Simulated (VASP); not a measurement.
A run of VASP 6.6.1 is set up as follows.

Contents of INCAR:

```
SYSTEM = AlN
PREC = Accurate
ENCUT = 520
EDIFF = 1E-7
ISMEAR = 0
SIGMA = 0.05
LREAL = .FALSE.
LASPH = .TRUE.
NELM = 60
ALGO = Normal
ISIF = 2
LWAVE = .FALSE.
LCHARG = .TRUE.
GGA = PE
LELF = .TRUE.
LVHAR = .TRUE.
NBANDS = 16
```

The input KPOINTS:

```
regular mesh
0
G
  9 9 6
  0 0 0
```

POSCAR

```
AlN
1.0
    3.0332270978      0.0000000000      0.0000000000
   -1.5166135489      2.6268517221      0.0000000000
    0.0000000000      0.0000000000      4.7291000000
Al N
2 2
Direct
    0.3333333333      0.6666666667      0.0000000000
    0.6666666667      0.3333333333      0.5000000000
    0.3333333333      0.6666666667      0.3850000000
    0.6666666667      0.3333333333      0.8850000000
```

Potentials or basis: VASP PAW PBE potentials, release 64 (Al, N).

Run with:

```sh
$ cat potpaw_PBE.64/Al/POTCAR potpaw_PBE.64/N/POTCAR > POTCAR
$ mpirun -np 1 vasp_std > vasp.out
```

Question: What does it give for the band gap on the k mesh?

Answer: 5.01 eV, direct.

Question: Predict the pressure.

Answer: 29.4 GPa.

Question: Predict the largest force.

Answer: 0.327 eV/Å.

Forces in eV/Å, atoms in the order of the input:
```
Al   0.000  0.000 -0.327
Al   0.000  0.000 -0.327
N    0.000  0.000  0.327
N    0.000  0.000  0.327
```

Caveat: the cell differs from its parent crystal (strain -0.025 along x and y, -0.050 along z). A k mesh can miss the band edges.
